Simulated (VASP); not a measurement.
Here is a VASP 6.6.1 calculation.

INCAR

```
  ALGO = Normal
  EDIFF = 1E-7
  ENCUT = 520
  GGA = PE
  ISIF = 2
  ISMEAR = -1
  IVDW = 12
  LASPH = T
  LCHARG = F
  LREAL = F
  LWAVE = F
  NBANDS = 18
  NELM = 60
  PREC = Accurate
  SIGMA = 0.1
```

File KPOINTS:

```
k-points
0
Gamma
  6 6 9
```

Contents of POSCAR:

```
I
1.0
    7.3858146893      0.0000000000      0.0000000000
   -3.6929073447      6.3963031485      0.0000000000
    0.0000000000      0.0000000000      2.9881312734
I
3
Direct
    0.0000000000      0.0000000000      0.0000000000
    0.3333333333      0.6666666667      0.5000000000
    0.6666666667      0.3333333333      0.5000000000
```

Potentials or basis: VASP PAW PBE potentials, release 64 (I).

The run is started by

```sh
$ cat potpaw_PBE.64/I/POTCAR > POTCAR
$ mpirun -np 1 vasp_std > vasp.out
```

Question: Estimate the pressure.

Answer: -1.1 GPa.

Question: What does it give for the dispersion energy per atom?

Answer: -0.267 eV.

Stress tensor (GPa, compression positive):
```
-1.15  0.00  0.00
 0.00 -1.15  0.00
 0.00  0.00 -1.03
```

Caveat: an odd number of electrons without spin polarisation forces a metal; a magnetic or distorted state may lie lower; pairwise dispersion overbinds metals, which lowers pressure and volume.
